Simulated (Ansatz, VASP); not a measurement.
Co in VASP and in Ansatz

The input INCAR:

```
SYSTEM = Co
ALGO = Normal
EDIFF = 1E-7
ENCUT = 520
GGA = PE
ISIF = 2
ISMEAR = -1
ISPIN = 2
LASPH = .TRUE.
LCHARG = .FALSE.
LMAXMIX = 4
LORBIT = 11
LREAL = .FALSE.
LWAVE = .FALSE.
MAGMOM = 3 -3
NBANDS = 20
NELM = 150
PREC = Accurate
SIGMA = 0.1
```

KPOINTS

```
k-points
0
G
  13 13 7
  0 0 0
```

The input POSCAR:

```
Co
1.0
    2.5270016500      0.0000000000      0.0000000000
   -1.2635008200      2.1884476200      0.0000000000
    0.0000000000      0.0000000000      4.1190000000
Co
2
Direct
    0.3333333300      0.6666666700      0.2500000000
    0.6666666700      0.3333333300      0.7500000000
```

Input for Ansatz:

```yaml
crystal:
  lattice:
    - [2.52700165, 0.0, 0.0]
    - [-1.26350082, 2.18844762, 0.0]
    - [0.0, 0.0, 4.119]
  atoms:
    - { symbol: Co, position: [0.33333333, 0.66666667, 0.25], spin: 3.0 }
    - { symbol: Co, position: [0.66666667, 0.33333333, 0.75], spin: -3.0 }
magnetization:
  spin_polarized: true
hamiltonian:
  xc: pbe
  pseudopotentials: { kind: paw }
basis:
  ecutwfc: 420
kpoints:
  mp_grid: { grid: [13, 13, 7] }
scf:
  occupations: { method: fermi_dirac, width: 0.1 }
  lower_state_search: "off"
output:
  forces: true
  stress: true
```

Alike in both runs: task single point; functional PBE; k mesh 13 × 13 × 7; occupations fermi-dirac, width 0.1 eV; collinear spin.

```csv
,VASP,Ansatz
version,VASP 6.6.1,Ansatz 0.2.0
potentials or method,"VASP PAW PBE potentials, release 64 (Co), cutoff 520 eV","PAW, plane waves, scalar-relativistic"
valence electrons in the cell,18,34
```

```tsv
	VASP	Ansatz	Ansatz less VASP
pressure (GPa)	-13.4	-13.0	+0.38
traceless stress, the component that is largest in VASP (GPa)	1.42	1.53	+0.111
net moment per atom (μB)	0.00	0.00	0.000
size of the moment on the site where the two differ most (μB)	1.11	1.13	+0.024
```

Site moments also hang on the region over which each program counts them. VASP's potentials hold 18 valence electrons a cell and Ansatz's 34, so a difference there can come from the potentials and not from the codes. Ansatz's warnings: negative dielectric reading.
